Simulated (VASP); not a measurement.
## KI: single point with PBE

KI:

```
K I
1.0
     4.29109    0.00000    0.00000
     0.00000    4.29109    0.00000
     0.00000    0.00000    4.29109
K I
1 1
Direct
  0.00000 0.00000 0.00000
  0.50000 0.50000 0.50000
```

```yaml
Program: VASP 6.6.1
Task: single point
Functional: PBE
Potentials_or_basis: VASP PAW PBE potentials, release 64 (K_sv, I)
Cutoff: 520 eV
k_mesh: 4 × 4 × 4
Occupations: gaussian, width 0.01 eV
Spin: no spin polarisation
```

The pressure is 0.6 GPa. The band gap on the k mesh is 3.33 eV, indirect (least direct gap 3.69 eV).

Levels at points of the mesh, in eV from the valence-band top:
```csv
k point,band 4,band 5,band 6,band 7,band 8,band 9,band 10,band 11,band 12,band 13
"(0.00, 0.00, 0.00)",-12.84,-11.16,-0.36,-0.36,-0.36,3.33,4.76,4.76,8.38,8.38
"(0.50, 0.00, 0.00)",-12.83,-10.86,-2.29,-0.29,-0.29,5.48,6.17,7.04,7.05,8.66
"(0.50, 0.50, 0.00)",-12.82,-10.81,-1.71,-1.71,0.00,3.91,5.69,6.79,6.79,9.06
"(0.50, 0.50, 0.50)",-12.91,-10.64,-1.66,-1.66,-1.66,5.63,5.63,5.63,8.83,8.83
```

Wall time 4.5 s on 1 thread of Intel(R) Xeon(R) 6975P-C (Granite Rapids), with other jobs on the host, peak memory 0.17 GiB.

Caveat: spin-orbit coupling is left out, which moves the levels of the heavy elements. A k mesh can miss the band edges.
